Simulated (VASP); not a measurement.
A run of VASP 6.6.1 is set up as follows.

The input INCAR:

```
SYSTEM = KCl
  PREC = Accurate
  ENCUT = 500
  EDIFF = 1E-6
  ISMEAR = 0
  SIGMA = 0.05
  LREAL = .FALSE.
  LASPH = .TRUE.
  NELM = 120
  ALGO = Normal
  ISIF = 2
  LWAVE = .FALSE.
  LCHARG = .TRUE.
  GGA = PS
  LELF = .TRUE.
  LVHAR = .TRUE.
  NBANDS = 15
  GGA_COMPAT = .FALSE.
```

The input KPOINTS:

```
regular mesh
0
G
  8 8 8
  0 0 0
```

POSCAR

```
KCl
1.0
    3.7864228086      0.0000000000      0.0000000000
    0.0000000000      3.7864228086      0.0000000000
    0.0000000000      0.0000000000      3.7864228086
K Cl
1 1
Direct
    0.0000000000      0.0000000000      0.0000000000
    0.5000000000      0.5000000000      0.5000000000
```

Potentials or basis: VASP PAW PBE potentials, release 64 (K_sv, Cl).

Run with:

```console
$ cat potpaw_PBE.64/K_sv/POTCAR potpaw_PBE.64/Cl/POTCAR > POTCAR
$ mpirun -np 1 vasp_std > vasp.out
```

Predict the band gap on the k mesh.

4.79 eV (least direct gap 5.00 eV).

Predict the pressure.

-0.7 GPa.

Caveat: the PAW data sets were made with another functional, which shifts forces and pressure a little. Expect the measured gap to be larger: semilocal functionals such as PBEsol lack the derivative discontinuity.
